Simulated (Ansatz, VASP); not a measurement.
**CoO: VASP beside Ansatz**

```xyz
2
Lattice="0.0000 2.1315 2.1315 2.1315 0.0000 2.1315 2.1315 2.1315 0.0000" Properties=species:S:1:pos:R:3 pbc="T T T"
Co    0.0000    0.0000    0.0000
O     2.1315    2.1315    2.1315
```

Alike in both runs: task single point; functional PBE; k mesh 11 × 11 × 11; occupations fermi-dirac, width 0.05 eV; collinear spin.

```csv
,VASP,Ansatz
version,VASP 6.6.1,Ansatz 0.2.0
potentials or method,"VASP PAW PBE potentials, release 64 (Co_sv, O)",Ansatz PAW
plane-wave cutoff (eV),600,420
valence electrons in the cell,23,23
```

|  | VASP | Ansatz | Ansatz less VASP |
| --- | --- | --- | --- |
| gap on the k mesh at the Fermi level (eV) | none | none | - |
| pressure (GPa) | -4.3 | -1.9 | +2.50 |
| net moment per atom (μB) | 1.46 | 1.46 | +0.004 |
| size of the moment on the site where the two differ most (μB) | 2.52 | 2.49 | -0.027 |

Site moments also hang on the region over which each program counts them. A gap of «none» marks a metal or a gap that the smearing closes.
